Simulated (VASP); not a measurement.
A run of VASP 6.6.1 is set up as follows.

File INCAR:

```
PREC = Accurate
ENCUT = 600
EDIFF = 1E-6
ISMEAR = 0
SIGMA = 0.02
LREAL = False
LASPH = True
NELM = 120
ALGO = Normal
ISIF = 2
LWAVE = False
LCHARG = False
GGA = PE
NBANDS = 11
GGA_COMPAT = False
```

Contents of KPOINTS:

```
Automatic mesh
0
Gamma
  10 10 10
```

Contents of POSCAR:

```
AlN
1.0
    0.0000000000      2.0345180000      2.0345180000
    2.0345180000      0.0000000000      2.0345180000
    2.0345180000      2.0345180000      0.0000000000
Al N
1 1
Direct
    0.5552956523      0.5552956523      0.4447043477
    0.0000000000      0.0000000000      0.0000000000
```

Potentials or basis: VASP PAW PBE potentials, release 64 (Al, N).

Run with:

```bash
$ cat potpaw_PBE.64/Al/POTCAR potpaw_PBE.64/N/POTCAR > POTCAR
$ mpirun -np 1 vasp_std > vasp.out
```

Task: What does it give for the band gap on the k mesh?

Result: 4.29 eV, indirect (least direct gap 5.32 eV).

Task: Estimate the largest force.

Result: 2.161 eV/Å.

Task: What does it give for the pressure?

Result: 8.2 GPa.

Forces in eV/Å, atoms in the order of the input:
```
Al   0.000  0.000 -2.161
N    0.000  0.000  2.161
```

Caveat: the cell differs from its parent crystal (one atom moved); forces of over 1 eV/Å act on the atoms, so gaps and moduli don't describe the material at rest. A k mesh can miss the band edges.
